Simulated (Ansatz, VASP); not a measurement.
Al2As: VASP beside Ansatz

```
Al As
1.0
     0.00000    3.77762    3.77762
     3.77762    0.00000    3.77762
     3.77762    3.77762    0.00000
Al As
4 2
Direct
  0.62500 0.62500 0.62500
  0.12500 0.62500 0.62500
  0.62500 0.12500 0.62500
  0.62500 0.62500 0.12500
  0.00000 0.00000 0.00000
  0.25000 0.25000 0.25000
```

Change from the starting cell: species swapped into the YbNi2 type (Fd-3m, No. 227).

Alike in both runs: task single point; functional PBE; k mesh 4 × 4 × 4; occupations gaussian, width 0.1 eV; no spin polarisation.

|  | VASP | Ansatz |
| --- | --- | --- |
| version | VASP 6.6.1 | Ansatz 0.2.0 |
| potentials or method | VASP PAW PBE potentials, release 64 (Al, As), cutoff 520 eV | scalar-relativistic, plane waves, PAW |
| valence electrons in the cell | 22 | 42 |

```csv
,VASP,Ansatz,Ansatz less VASP
gap on the k mesh at the Fermi level (eV),none,none,-
pressure (GPa),1.0,1.0,-0.01
```

A gap of «none» marks a metal or a gap that the smearing closes. The functional is the same, so the differences come from potentials, cutoffs and numerics. VASP's potentials hold 22 valence electrons a cell and Ansatz's 42, so a difference there can come from the potentials and not from the codes.

The k mesh is coarse, so the values compare programs but aren't converged.
